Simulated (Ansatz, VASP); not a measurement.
# B2P5 in VASP and in Ansatz

```
B P
1.0
     3.29450    0.00000    0.00000
    -1.64725    2.85312    0.00000
     0.00000    0.00000   22.76839
B P
4 10
Direct
  0.00000 0.00000 0.18367
  0.33333 0.66667 0.40563
  0.00000 0.00000 0.81633
  0.66667 0.33333 0.59437
  0.00000 0.00000 0.27024
  0.66667 0.33333 0.15797
  0.66667 0.33333 0.43082
  0.33333 0.66667 0.31895
  0.00000 0.00000 0.72976
  0.33333 0.66667 0.84203
  0.33333 0.66667 0.56918
  0.66667 0.33333 0.68105
  0.33333 0.66667 0.02699
  0.66667 0.33333 0.97301
```

Alike in both runs: functional PBE; k mesh 6 × 6 × 1; occupations gaussian, width 0.2 eV; no spin polarisation.

Ansatz relaxed the structure, and its values are those at the end. VASP's run is a single point on that final structure, the one shown.

|  | VASP | Ansatz |
| --- | --- | --- |
| version | VASP 6.6.1 | Ansatz 0.2.0 |
| potentials or method | VASP PAW PBE potentials, release 64 (B, P), cutoff 520 eV | scalar-relativistic, plane waves, PAW |
| valence electrons in the cell | 62 | 62 |

|  | VASP | Ansatz | Ansatz less VASP |
| --- | --- | --- | --- |
| gap on the k mesh at the Fermi level (eV) | none | none | - |
| pressure (GPa) | -0.3 | 0.0 | +0.25 |
| rms of the force components (eV/Å) | 0.020 | 0.010 | -0.0108 |

A gap of «none» marks a metal or a gap that the smearing closes.

The k mesh is coarse, so the values compare programs but aren't converged.
